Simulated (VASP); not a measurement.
# MnO (Manganosite) (Fm-3m) in VASP: further runs

The runs below take MnO (Manganosite) through single point, with PBE+U.

All numbers are computed with VASP 6.6.1; they aren't measurements. Logs are shortened: lines on timing, memory, paths and dates and some standing lists are left out, and cuts for length are marked.

### Step 1. The cell of the first run

Symmetry: Fm-3m, No. 225, cubic system. The conventional cell has a = 4.533 Å, b = 4.533 Å, c = 4.533 Å, α = 90.00°, β = 90.00°, γ = 90.00°. Mn (site symmetry m-3m) has 6 O at 2.27 Å within 3.0 Å. Within 3.0 Å of O (site symmetry m-3m) lie 6 Mn at 2.27 Å.

### Step 2. Single point, PBE+U, collinear spin, ferromagnetic start

INCAR reads:

```
SYSTEM = MnO
PREC = Accurate ; ENCUT = 520
EDIFF = 1E-7 ; ISMEAR = 0
SIGMA = 0.05 ; LREAL = .False.
LASPH = .True. ; NELM = 150
ALGO = Normal ; ISIF = 2
LWAVE = .False. ; LCHARG = .True.
ISPIN = 2 ; MAGMOM = 4.76 0.18
LORBIT = 11 ; LMAXMIX = 4
LDAU = .True. ; LDAUTYPE = 2
LDAUL = 2 -1 ; LDAUU = 3.9 0
LDAUJ = 0 0 ; LDAUPRINT = 1
GGA = PE ; LELF = .True.
LVHAR = .True. ; NBANDS = 20
```

KPOINTS reads:

```
regular mesh
0
Gamma
  12 12 12
  0 0 0
```

POSCAR reads:

```
MnO
1.0
    0.0000000000      2.2664522272      2.2664522272
    2.2664522272      0.0000000000      2.2664522272
    2.2664522272      2.2664522272      0.0000000000
Mn O
1 1
Direct
    0.0000000000      0.0000000000      0.0000000000
    0.5000000000      0.5000000000      0.5000000000
```

Potentials or basis: VASP PAW PBE potentials, release 64 (Mn_pv, O).

Run with:

```bash
> cat potpaw_PBE.64/Mn_pv/POTCAR potpaw_PBE.64/O/POTCAR > POTCAR
> mpirun -np 1 vasp_std > vasp.out
```

OUTCAR:

```text
SYSTEM = MnO
   PREC = Accurate
   ENCUT = 520
   EDIFF = 1E-7
   ISMEAR = 0
   LREAL = .False.
   LASPH = .True.
   NELM = 150
   ISIF = 2
   ISPIN = 2
   LORBIT = 11
   GGA = PE

 ion  position               nearest neighbor table
   1  0.000  0.000  0.000-   2 2.27   2 2.27   2 2.27   2 2.27   2 2.27   2 2.27
   2  0.500  0.500  0.500-   1 2.27   1 2.27   1 2.27   1 2.27   1 2.27   1 2.27

  LATTYP: Found a face centered cubic cell.
 ALAT       =     4.5329044544

  Lattice vectors:

 A1 = (   0.0000000000,   2.2664522272,   2.2664522272)
 A2 = (   2.2664522272,   0.0000000000,   2.2664522272)
 A3 = (   2.2664522272,   2.2664522272,   0.0000000000)

Analysis of symmetry for initial positions (statically):
=====================================================================
 Subroutine PRICEL returns:
 Original cell was already a primitive cell.

 Routine SETGRP: Setting up the symmetry group for a
 face centered cubic supercell.

 Subroutine GETGRP returns: Found 48 space group operations
 (whereof 48 operations were pure point group operations)
 out of a pool of 48 trial point group operations.

The static configuration has the point symmetry O_h .

Analysis of symmetry for dynamics (positions and initial velocities):
=====================================================================
 Subroutine PRICEL returns:
 Original cell was already a primitive cell.

 Routine SETGRP: Setting up the symmetry group for a
 face centered cubic supercell.

 Subroutine GETGRP returns: Found 48 space group operations
 (whereof 48 operations were pure point group operations)
 out of a pool of 48 trial point group operations.

The dynamic configuration has the point symmetry O_h .

Analysis of structural, dynamic, and magnetic symmetry:
=====================================================================
 Subroutine PRICEL returns:
 Original cell was already a primitive cell.

 Routine SETGRP: Setting up the symmetry group for a
 face centered cubic supercell.

 Subroutine GETGRP returns: Found 48 space group operations
 (whereof 48 operations were pure point group operations)
 out of a pool of 48 trial point group operations.

The overall configuration has the point symmetry O_h .

 Subroutine INISYM returns: Found 48 space group operations
 (whereof 48 operations are pure point group operations),
 and found     1 'primitive' translations

----------------------------------------------------------------------------------------

                                     Primitive cell

  volume of cell :      23.2846

  direct lattice vectors                    reciprocal lattice vectors
     0.000000000  2.266452227  2.266452227    -0.220609106  0.220609106  0.220609106
     2.266452227  0.000000000  2.266452227     0.220609106 -0.220609106  0.220609106
     2.266452227  2.266452227  0.000000000     0.220609106  0.220609106 -0.220609106

  length of vectors
     3.205247478  3.205247478  3.205247478     0.382106180  0.382106180  0.382106180

  position of ions in fractional coordinates (direct lattice)
     0.000000000  0.000000000  0.000000000
     0.500000000  0.500000000  0.500000000

  ion indices of the primitive-cell ions
   primitive index   ion index
                 1           1
                 2           2

----------------------------------------------------------------------------------------

 KPOINTS: regular mesh

Automatic generation of k-mesh.
 Grid dimensions read from file:
 generate k-points for:   12   12   12

 Generating k-lattice:

  Cartesian coordinates                     Fractional coordinates (reciprocal lattice)
    -0.018384092  0.018384092  0.018384092     0.083333333  0.000000000  0.000000000
     0.018384092 -0.018384092  0.018384092     0.000000000  0.083333333  0.000000000
     0.018384092  0.018384092 -0.018384092     0.000000000  0.000000000  0.083333333

  Length of vectors
     0.031842182  0.031842182  0.031842182

  Shift w.r.t. Gamma in fractional coordinates (k-lattice)
     0.000000000  0.000000000  0.000000000

 Subroutine IBZKPT returns following result:
 ===========================================

 Found     72 irreducible k-points:

 Following reciprocal coordinates:
            Coordinates               Weight
  0.000000  0.000000  0.000000      1.000000
  0.083333  0.000000  0.000000      8.000000
  0.166667  0.000000  0.000000      8.000000
  0.250000  0.000000  0.000000      8.000000
  0.333333  0.000000  0.000000      8.000000
  0.416667  0.000000  0.000000      8.000000
[... 16 lines left out ...]
  0.500000  0.166667  0.000000     24.000000
 -0.416667  0.166667  0.000000     24.000000
 [... further k-points ...]
   k-points           NKPTS =     72   k-points in BZ     NKDIM =     72   number of bands    NBANDS=     20
   number of dos      NEDOS =    301   number of ions     NIONS =      2
   total plane-waves  NPLWV =  13824
   dimension x,y,z NGX =    24 NGY =   24 NGZ =   24
   dimension x,y,z NGXF=    48 NGYF=   48 NGZF=   48
   ions per type =               1   1
   NGX,Y,Z   is equivalent  to a cutoff of  12.45, 12.45, 12.45 a.u.
   NGXF,Y,Z  is equivalent  to a cutoff of  24.90, 24.90, 24.90 a.u.
 SYSTEM =  MnO
   PREC   = accura    normal or accurate (medium, high low for compatibility)
   ISTART =      0    job   : 0-new  1-cont  2-samecut
   ICHARG =      2    charge: 1-file 2-atom 10-const
   ISPIN  =      2    spin polarized calculation?
   LNONCOLLINEAR =      F non collinear calculations
   LSORBIT =      F    spin-orbit coupling
   LASPH  =      T    aspherical Exc in radial PAW
   ENCUT  =  520.0 eV  38.22 Ry    6.18 a.u.   5.96  5.96  5.96*2*pi/ulx,y,z
   NELM   =    150;   NELMIN=  2; NELMDL= -5     # of ELM steps
   EDIFF  = 0.1E-06   stopping-criterion for ELM
   LREAL  =      F    real-space projection
   EDIFFG = 0.1E-05   stopping-criterion for IOM
   NSW    =      0    number of steps for IOM
   IBRION =     -1    ionic relax: 0-MD 1-quasi-New 2-CG
   NFREE  =      0    steps in history (QN), initial steepest desc. (CG)
   ISIF   =      2    stress and relaxation
   ISYM   =      2    0-nonsym 1-usesym 2-fastsym
   POTIM  = 0.5000    time-step for ionic-motion
   TEBEG  =    0.0;   TEEND  =   0.0 temperature during run
   PSTRESS=    0.0 pullay stress
   NELECT =      19.0000    total number of electrons
   NUPDOWN=      -1.0000    fix difference up-down
   EMIN   =  10.00;   EMAX   =-10.00  energy-range for DOS
   EFERMI =   0.00;   METHOD = LEGACY
   ISMEAR =     0;   SIGMA  =   0.05  broadening in eV -4-tet -1-fermi 0-gaus
   EFERMI_NEDOS =   21; number of points for ismear=-14 and -15
   IALGO  =     38    algorithm
   IMIX   =      4    mixing-type and parameters
     AMIX     =   0.40;   BMIX     =  1.00
     AMIX_MAG =   1.60;   BMIX_MAG =  1.00
  volume/ion in A,a.u.               =      11.64        78.57
  Fermi-wavevector in a.u.,A,eV,Ry     =   1.529805  2.890913 31.841768  2.340304
  Thomas-Fermi vector in A             =   2.637375
   LORBIT       =     11    0 simple, 1 ext, 2 COOP (PROOUT), +10 PAW based schemes
 LDA+U is selected, type is set to LDAUTYPE =  2
   angular momentum for each species LDAUL =     2   -1
   U (eV)           for each species LDAUU =   3.9  0.0
   J (eV)           for each species LDAUJ =   0.0  0.0
   GGA     = PE    functional components
   LHFCALC =     F    Hartree Fock is set to
   AEXX    =    0.0000 exact exchange contribution
   IVDW    =     0    specifies the selected vdW correction
   LEPSILON=     F    determine dielectric tensor
   LRPA    =     F    only Hartree local field effects (RPA)
 spin polarized calculation
 Gauss-broadening in eV      SIGMA  =   0.05
  energy-cutoff  :      520.00
  volume of cell :       23.28
 maximum number of plane-waves:       642
   NGX = 11   NGY = 11   NGZ = 11

atom =   1  type =  1  l = 2

 onsite density matrix

spin component  1

  0.9405 -0.0000  0.0000 -0.0000 -0.0000
 -0.0000  0.9405  0.0000  0.0000  0.0000
  0.0000  0.0000  0.9727  0.0000 -0.0000
 -0.0000  0.0000  0.0000  0.9405  0.0000
 -0.0000  0.0000 -0.0000  0.0000  0.9727

spin component  2

  0.0171 -0.0000 -0.0000  0.0000 -0.0000
 -0.0000  0.0171 -0.0000  0.0000 -0.0000
 -0.0000 -0.0000  0.0664 -0.0000  0.0000
  0.0000  0.0000 -0.0000  0.0171  0.0000
 -0.0000 -0.0000  0.0000  0.0000  0.0664

 occupancies and eigenvectors

  o =  0.0171  v =  0.0000  0.0000  0.0000  0.0000  0.0000 -0.0025  0.0065 -0.0000  1.0000 -0.0000      0.0000  0.0000  0.0000  0.0000  0.0000  0.0000  0.0000  0.0000  0.0000  0.0000
  o =  0.0171  v =  0.0000  0.0000  0.0000  0.0000  0.0000 -0.0005 -1.0000 -0.0000  0.0065  0.0000      0.0000  0.0000  0.0000  0.0000  0.0000  0.0000  0.0000  0.0000  0.0000  0.0000
  o =  0.0171  v =  0.0000  0.0000  0.0000  0.0000  0.0000  1.0000 -0.0005  0.0000  0.0025  0.0000      0.0000  0.0000  0.0000  0.0000  0.0000  0.0000  0.0000  0.0000  0.0000  0.0000
  o =  0.0664  v =  0.0000  0.0000  0.0000  0.0000  0.0000 -0.0000 -0.0000  0.7092 -0.0000 -0.7050      0.0000  0.0000  0.0000  0.0000  0.0000  0.0000  0.0000  0.0000  0.0000  0.0000
  o =  0.0664  v =  0.0000  0.0000  0.0000  0.0000  0.0000  0.0000 -0.0000 -0.7050  0.0000 -0.7092      0.0000  0.0000  0.0000  0.0000  0.0000  0.0000  0.0000  0.0000  0.0000  0.0000
  o =  0.9405  v =  1.0000  0.0000  0.0000  0.0000  0.0000  0.0000  0.0000  0.0000  0.0000  0.0000      0.0000  0.0000  0.0000  0.0000  0.0000  0.0000  0.0000  0.0000  0.0000  0.0000
  o =  0.9405  v =  0.0000 -0.8985 -0.0000  0.4389 -0.0000  0.0000  0.0000  0.0000  0.0000  0.0000      0.0000  0.0000  0.0000  0.0000  0.0000  0.0000  0.0000  0.0000  0.0000  0.0000
  o =  0.9405  v =  0.0000 -0.4389 -0.0000 -0.8985  0.0000  0.0000  0.0000  0.0000  0.0000  0.0000      0.0000  0.0000  0.0000  0.0000  0.0000  0.0000  0.0000  0.0000  0.0000  0.0000
  o =  0.9727  v =  0.0000 -0.0000  0.2825 -0.0000  0.9593  0.0000  0.0000  0.0000  0.0000  0.0000      0.0000  0.0000  0.0000  0.0000  0.0000  0.0000  0.0000  0.0000  0.0000  0.0000
  o =  0.9727  v =  0.0000  0.0000 -0.9593  0.0000  0.2825  0.0000  0.0000  0.0000  0.0000  0.0000      0.0000  0.0000  0.0000  0.0000  0.0000  0.0000  0.0000  0.0000  0.0000  0.0000

 number of electron      19.0000005 magnetization       5.0000017

 Free energy of the ion-electron system (eV)
  ---------------------------------------------------
  ext. energy  EPLUGINS =         0.00000000
  ---------------------------------------------------
  free energy    TOTEN  =       -15.48407180 eV

  energy without entropy =      -15.48405557  energy(sigma->0) =      -15.48406369

 E-fermi :   6.1538     XC(G=0): -11.4867

 val. band max:        6.0792079581   @ k =   0.5000   0.0000   0.0000
 cond. band min:       6.1842304571   @ k =   0.0000   0.0000   0.0000
 fundamental gap:      0.1050224990
 Fermi energy:         6.1538007409

 spin component 1

 k-point     1 :       0.0000    0.0000    0.0000
  band No.  band energies     occupation
      1     -43.5994      1.00000
      2     -43.5994      1.00000
      3     -43.5994      1.00000
      4     -12.6757      1.00000
      5       2.0695      1.00000
      6       2.0696      1.00000
[... 12 lines left out ...]
     19      25.5398      0.00000
     20      25.5399      0.00000
[... 507 lines left out ...]
 k-point    24 :      -0.4167    0.1667    0.0000
  band No.  band energies     occupation
      1     -43.6434      1.00000
      2     -43.6145      1.00000
      3     -43.6078      1.00000
      4     -11.7772      1.00000
      5      -0.7280      1.00000
      6       0.4458      1.00000
[... 12 lines left out ...]
     19      27.0567      0.00000
     20      30.5228      0.00000

 [... further k-points ...]

 spin component 2

 k-point     1 :       0.0000    0.0000    0.0000
  band No.  band energies     occupation
      1     -38.6272      1.00000
      2     -38.6272      1.00000
      3     -38.6272      1.00000
      4     -12.3381      1.00000
      5       3.9235      1.00000
      6       3.9235      1.00000
[... 12 lines left out ...]
     19      28.0245      0.00000
     20      28.0245      0.00000
[... 507 lines left out ...]
 k-point    24 :      -0.4167    0.1667    0.0000
  band No.  band energies     occupation
      1     -38.6846      1.00000
      2     -38.6462      1.00000
      3     -38.6375      1.00000
      4     -11.4593      1.00000
      5       0.5438      1.00000
      6       2.4241      1.00000
[... 12 lines left out ...]
     19      29.1514      0.00000
     20      31.4284      0.00000

 [... further k-points ...]
[... 5 lines left out ...]
  --------------------------------------------------------------------------------------
  -------------------------------------------------------------------------------------
  Total       -0.2152380     -0.2152380     -0.2152380      0.0000000     -0.0000000      0.0000000
  in kB      -14.8101647    -14.8101647    -14.8101647      0.0000000     -0.0000000      0.0000000
  external PRESSURE =     -14.8101647 kB  Pullay stress =       0.0000000 kB

 VOLUME and BASIS-vectors are now :
 -----------------------------------------------------------------------------
  energy-cutoff  :      520.00
  volume of cell :       23.28
      direct lattice vectors                 reciprocal lattice vectors
     0.000000000  2.266452227  2.266452227    -0.220609106  0.220609106  0.220609106
     2.266452227  0.000000000  2.266452227     0.220609106 -0.220609106  0.220609106
     2.266452227  2.266452227  0.000000000     0.220609106  0.220609106 -0.220609106

 POSITION                                       TOTAL-FORCE (eV/Angst)
 -----------------------------------------------------------------------------------
      0.00000      0.00000      0.00000        -0.000000      0.000000      0.000000
      2.26645      2.26645      2.26645         0.000000      0.000000     -0.000000
 -----------------------------------------------------------------------------------
    total drift:                                0.000000     -0.000000     -0.000000

  FREE ENERGIE OF THE ION-ELECTRON SYSTEM (eV)
  ---------------------------------------------------
  free  energy   TOTEN  =       -15.4840718031 eV

  energy  without entropy=      -15.4840555709  energy(sigma->0) =      -15.48406369

 total charge

# of ion       s       p       d       tot
------------------------------------------
    1        0.198   6.164   4.933  11.295
    2        1.555   3.427   0.000   4.981
--------------------------------------------------
tot          1.753   9.591   4.933  16.277

 magnetization (x)

# of ion       s       p       d       tot
------------------------------------------
    1        0.033   0.025   4.573   4.631
    2        0.022   0.119   0.000   0.141
--------------------------------------------------
tot          0.055   0.144   4.573   4.772
```

Wall time 22 s (1 thread of Intel Xeon 6975P-C (Granite Rapids), shared host); peak memory 0.18 GiB.

What came out:

```
Free energy                                           : -15.4841 eV
Pressure                                              : -1.5 GPa
Band gap on the k mesh                                : 0.10 eV, indirect (least direct gap 2.26 eV)
Net moment                                            : 5.00 μB per cell
Site moments                                          : Mn +4.63; O +0.14 μB
Valence electrons inside the program's atomic spheres : Mn 11.29; O 4.98
```

Levels at points of the mesh, in eV from the valence-band top:
Spin up:
```tsv
k point	band 9	band 10	band 11	band 12	band 13	band 14	band 15	band 16
(0.00, 0.00, 0.00)	-3.71	-2.43	-2.43	-2.43	0.10	14.60	16.05	16.05
(0.50, 0.00, 0.00)	-3.30	-2.48	0.00	0.00	4.19	8.13	12.27	12.27
(0.50, 0.50, 0.00)	-3.37	-3.08	-3.08	-3.01	5.36	8.47	10.28	13.91
```
Spin down:
```
           k point  band 3  band 4  band 5  band 6  band 7  band 8  band 9  band 10  band 11  band 12
(0.00, 0.00, 0.00)  -44.71  -18.42   -2.16   -2.16   -2.16    1.45    3.39     3.39     3.39     3.93
(0.50, 0.00, 0.00)  -44.71  -17.57   -5.90   -3.25   -3.25    4.36    4.66     4.66     5.24     5.86
(0.50, 0.50, 0.00)  -44.73  -17.53   -5.11   -3.10   -3.10    1.62    4.48     4.53     5.15     5.15
```

Eigenvalues of the final occupation matrices:
| site | spin | trace | eigenvalues |
| --- | --- | --- | --- |
| site 1 d | 1 | 4.77 | 0.94 0.94 0.94 0.97 0.97 |
| site 1 d | 2 | 0.18 | 0.02 0.02 0.02 0.07 0.07 |

Caveat: a cell with one magnetic atom can't hold antiferromagnetic order, which such compounds often take. A k mesh can miss the band edges.

### Step 3. Single point, PBE+U, collinear spin, ferromagnetic start

This run uses another cell than the first one, of 11.67 Å³/atom, 1.002 times its volume.

INCAR reads:

```
SYSTEM = MnO
PREC = Accurate
ENCUT = 520
EDIFF = 1E-7
ISMEAR = 0
SIGMA = 0.05
LREAL = .FALSE.
LASPH = .TRUE.
NELM = 150
ALGO = Normal
ISIF = 2
LWAVE = .FALSE.
LCHARG = .TRUE.
ISPIN = 2
MAGMOM = 4.76 0.18
LORBIT = 11
LMAXMIX = 4
LDAU = .TRUE.
LDAUTYPE = 2
LDAUL = 2 -1
LDAUU = 3.9 0
LDAUJ = 0 0
LDAUPRINT = 1
GGA = PE
LELF = .TRUE.
LVHAR = .TRUE.
NBANDS = 20
```

KPOINTS reads:

```
regular mesh
0
G
  12 12 12
  0 0 0
```

POSCAR reads:

```
MnO
1.0
    0.0000000000      2.2680518477      2.2680518477
    2.2680518477      0.0000000000      2.2680518477
    2.2680518477      2.2680518477      0.0000000000
Mn O
1 1
Direct
    0.0000000000      0.0000000000      0.0000000000
    0.5000000000      0.5000000000      0.5000000000
```

Potentials or basis: VASP PAW PBE potentials, release 64 (Mn_pv, O).

Run with:

```bash
> cat potpaw_PBE.64/Mn_pv/POTCAR potpaw_PBE.64/O/POTCAR > POTCAR
> mpirun -np 1 vasp_std > vasp.out
```

It took 22 s on 1 thread of Intel Xeon 6975P-C (Granite Rapids), shared host; peak memory 0.17 GiB.

It converged, with:

```yaml
Free_energy: -15.4836 eV
Pressure: -1.8 GPa
Band_gap_on_the_k_mesh: 0.10 eV, indirect (least direct gap 2.25 eV)
Net_moment: 5.00 μB per cell
Site_moments: Mn +4.63; O +0.14 μB
Valence_electrons_inside_the_program's_atomic_spheres: Mn 11.29; O 4.98
```

Levels at points of the mesh, in eV from the valence-band top:
Spin up:
```tsv
k point	band 8	band 9	band 10	band 11	band 12	band 13	band 14	band 15	band 16	band 17
(0.00, 0.00, 0.00)	-3.71	-3.71	-2.42	-2.42	-2.42	0.10	14.60	16.04	16.04	16.04
(0.50, 0.00, 0.00)	-3.30	-3.30	-2.48	0.00	0.00	4.19	8.11	12.26	12.26	18.09
(0.50, 0.50, 0.00)	-3.43	-3.36	-3.08	-3.08	-3.01	5.35	8.46	10.27	13.89	13.89
```
Spin down:
```tsv
k point	band 3	band 4	band 5	band 6	band 7	band 8	band 9	band 10	band 11	band 12
(0.00, 0.00, 0.00)	-44.70	-18.40	-2.14	-2.14	-2.14	1.44	3.39	3.39	3.39	3.93
(0.50, 0.00, 0.00)	-44.71	-17.55	-5.88	-3.24	-3.24	4.36	4.66	4.66	5.24	5.86
(0.50, 0.50, 0.00)	-44.73	-17.51	-5.09	-3.08	-3.08	1.63	4.48	4.54	5.15	5.15
```

Eigenvalues of the final occupation matrices:
| site | spin | trace | eigenvalues |
| --- | --- | --- | --- |
| site 1 d | 1 | 4.77 | 0.94 0.94 0.94 0.97 0.97 |
| site 1 d | 2 | 0.18 | 0.02 0.02 0.02 0.07 0.07 |

Caveat: a cell with one magnetic atom can't hold antiferromagnetic order, which such compounds often take. The state reached can hang on the start; a lower one may exist.
